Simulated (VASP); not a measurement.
## PbSe: single point with r2SCAN

Crystal: PbSe.

```
CELL_PARAMETERS angstrom
0.00000 3.08899 3.08899
3.08899 0.00000 3.08899
3.08899 3.08899 0.00000
ATOMIC_POSITIONS crystal
Pb 0.50000 0.50000 0.50000
Se 0.00000 0.00000 0.00000
```

```yaml
Program: VASP 6.6.1
Task: single point
Functional: r2SCAN
Potentials_or_basis: VASP PAW PBE potentials, release 64 (Pb_d, Se)
Cutoff: 520 eV
k_mesh: 10 × 10 × 10
Occupations: gaussian, width 0.05 eV
Spin: no spin polarisation
Dipole_correction: no
Further_INCAR_settings: ALGO = Normal; EDIFF = 1e-06; NBANDS = 17
```

| Property | Result |
| --- | --- |
| Pressure | 0.0 GPa |
| Band gap on the k mesh | 0.67 eV, direct |

Levels at points of the mesh, in eV from the valence-band top:
| k point | band 8 | band 9 | band 10 | band 11 | band 12 | band 13 |
| --- | --- | --- | --- | --- | --- | --- |
| (0.00, 0.00, 0.00) | -1.87 | -1.87 | -1.87 | 5.00 | 5.00 | 5.00 |
| (0.50, 0.00, 0.00) | -1.48 | -1.48 | 0.00 | 0.67 | 2.00 | 2.00 |
| (0.50, 0.50, 0.00) | -4.89 | -3.19 | -3.19 | 4.16 | 5.91 | 5.91 |

Run time: 54 s on 1 thread of Intel(R) Xeon(R) 6975P-C (Granite Rapids) (shared host), peak memory 0.21 GiB.

Caveat: the PAW data sets were made with another functional, which shifts forces and pressure a little; spin-orbit coupling is left out, which moves the levels of the heavy elements. A k mesh can miss the band edges.
